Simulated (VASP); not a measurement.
Input of a VASP 6.6.1 run:

File INCAR:

```
PREC     = Accurate       # precision mode
ENCUT    = 520            # plane-wave cutoff, eV
EDIFF    = 1E-7           # SCF threshold, eV
ISMEAR   = -1             # smearing method
SIGMA    = 0.08           # smearing width, eV
LREAL    = F              # projectors in reciprocal space
LASPH    = T              # aspherical terms in the spheres
NELM     = 80             # most SCF steps
ALGO     = Normal         # electronic algorithm
ISIF     = 2              # what is computed and relaxed
LWAVE    = F              # write WAVECAR
LCHARG   = F              # write CHGCAR
GGA      = PS             # functional
NBANDS   = 35             # bands
```

Contents of KPOINTS:

```
Automatic mesh
0
Gamma
  11 11 3
```

Contents of POSCAR:

```
WSe2
1.0
    3.2241984815      0.0000000000      0.0000000000
   -1.6120992407      2.7922377918      0.0000000000
    0.0000000000      0.0000000000     12.9700000000
W Se
2 4
Direct
    0.3333333333      0.6666666667      0.2500000000
    0.6666666667      0.3333333333      0.7500000000
    0.3333333333      0.6666666667      0.6210000000
    0.6666666667      0.3333333333      0.1210000000
    0.3333333333      0.6666666667      0.8790000000
    0.6666666667      0.3333333333      0.3790000000
```

Potentials or basis: VASP PAW PBE potentials, release 64 (W_sv, Se).

Command:

```sh
$ cat potpaw_PBE.64/W_sv/POTCAR potpaw_PBE.64/Se/POTCAR > POTCAR
$ mpirun -np 1 vasp_std > vasp.out
```

**Question.** Predict the pressure.

**Answer.** 5.0 GPa.

**Question.** Predict the largest force.

**Answer.** 0.390 eV/Å.

**Question.** What does it give for the band gap on the k mesh?

**Answer.** 0.93 eV, indirect (least direct gap 1.91 eV).

Stress tensor (GPa, compression positive):
```
5.32 0.00 0.00
0.00 5.32 0.00
0.00 0.00 4.38
```

Caveat: the cell differs from its parent crystal (equal xx and yy strain of -2 %); the PAW data sets were made with another functional, which shifts forces and pressure a little; spin-orbit coupling is left out, which moves the levels of the heavy elements; this functional lacks dispersion, which binds the layers, so the pressure and a relaxed spacing across them are unreliable. A k mesh can miss the band edges.
